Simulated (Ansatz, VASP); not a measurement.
**Si in VASP and in Ansatz**

Contents of POSCAR:

```
Si
1.0
    0.0000000000      2.7353450877      2.7353450877
    2.7353450877      0.0000000000      2.7353450877
    2.7353450877      2.7353450877      0.0000000000
Si
2
Direct
    0.2500000000      0.2500000000      0.2500000000
    0.0000000000      0.0000000000      0.0000000000
```

INCAR.step1

```
PREC = Accurate
ENCUT = 550
ISMEAR = 0
SIGMA = 0.02
LREAL = False
LASPH = True
NELM = 120
NBANDS = 11
GGA = PE
ALGO = Normal
EDIFF = 1E-5
LWAVE = True
LCHARG = False
GGA_COMPAT = False
```

INCAR.step2

```
PREC = Accurate
ENCUT = 550
EDIFF = 1E-6
ISMEAR = 0
SIGMA = 0.02
LREAL = False
LASPH = True
NELM = 120
ALGO = Normal
ISIF = 2
LWAVE = False
LCHARG = False
METAGGA = R2SCAN
LMIXTAU = True
NBANDS = 11
ISTART = 1
GGA_COMPAT = False
```

KPOINTS

```
regular mesh
0
Gamma
  8 8 8
```

Input for Ansatz:

```yaml
crystal:
  lattice:
    - [0.0, 2.7353450877, 2.7353450877]
    - [2.7353450877, 0.0, 2.7353450877]
    - [2.7353450877, 2.7353450877, 0.0]
  atoms:
    - { symbol: Si, position: [0.25, 0.25, 0.25] }
    - { symbol: Si, position: [0.0, 0.0, 0.0] }
basis:
  ecutwfc: 500
kpoints:
  mp_grid: { grid: [8, 8, 8] }
  band_path:
    path:
      - [[0.0, 0.0, 0.0], [0.5, 0.0, 0.5], [0.625, 0.25, 0.625]]
      - [[0.375, 0.375, 0.75], [0.0, 0.0, 0.0], [0.5, 0.5, 0.5], [0.5, 0.25, 0.75], [0.5, 0.0, 0.5]]
    npoints: 14
hamiltonian:
  xc: r2scan
scf:
  occupations: { method: gaussian, width: 0.02 }
  n_extra_bands: 6
output:
  forces: true
  stress: true
  eigenvalues: true
  populations: true
  dos: { projected: true, de: 0.02, nscf_kmesh: { grid: [12, 12, 12] } }
  bader: true
  write_density: true
  write_potential: true
  elf: true
  volumetric_format: npy
```

Alike in both runs: task single point; functional r2SCAN; k mesh 8 × 8 × 8; occupations gaussian, width 0.02 eV; no spin polarisation.

|  | VASP | Ansatz |
| --- | --- | --- |
| version | VASP 6.6.1 | Ansatz 0.2.0 |
| potentials or method | VASP PAW PBE potentials, release 64 (Si), cutoff 550 eV | scalar-relativistic, plane waves, PAW |
| valence electrons in the cell | 8 | 8 |

Ansatz gave:

- gap on the k mesh at the Fermi level (eV): 0.83
- least direct gap on the mesh (eV): 2.73
- pressure (GPa): -1.4

Q: What did VASP give for the same quantities?

A: gap on the k mesh at the Fermi level (eV): 0.85; least direct gap on the mesh (eV): 2.75; pressure (GPa): -1.6.

VASP's potentials were made for PBE, not for r2SCAN.
